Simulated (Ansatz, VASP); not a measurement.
**One calculation of SnTe5, two programs**

```
CELL_PARAMETERS angstrom
6.63950 0.00000 0.00000
-3.31975 5.74998 0.00000
0.00000 0.00000 6.08773
ATOMIC_POSITIONS crystal
Sn 0.00000 0.00000 0.00000
Te 0.31303 0.00000 0.50000
Te 0.68697 0.68697 0.50000
Te 0.00000 0.31303 0.50000
Te 0.33333 0.66667 0.00000
Te 0.66667 0.33333 0.00000
```

Change from the starting cell: species swapped into the Mg5Pd type (P-62m, No. 189).

Alike in both runs: task single point; functional PBE; k mesh 3 × 3 × 4; occupations gaussian, width 0.1 eV; no spin polarisation.

|  | VASP | Ansatz |
| --- | --- | --- |
| version | VASP 6.6.1 | Ansatz 0.2.0 |
| potentials or method | VASP PAW PBE potentials, release 64 (Sn_d, Te), cutoff 520 eV | scalar-relativistic, plane waves, PAW |
| valence electrons in the cell | 44 | 94 |

|  | VASP | Ansatz | Ansatz less VASP |
| --- | --- | --- | --- |
| gap on the k mesh at the Fermi level (eV) | none | none | - |
| pressure (GPa) | -6.9 | -6.9 | +0.03 |
| traceless stress, the component that is largest in VASP (GPa) | -1.47 | -1.47 | -0.001 |
| rms of the force components (eV/Å) | 0.172 | 0.171 | -0.0006 |

Atom by atom the forces differ by 0.001 eV/Å (rms over components). A gap of «none» marks a metal or a gap that the smearing closes. VASP's potentials hold 44 valence electrons a cell and Ansatz's 94, so a difference there can come from the potentials and not from the codes.

The k mesh is coarse, so the values compare programs but aren't converged. Spin-orbit coupling is off throughout.
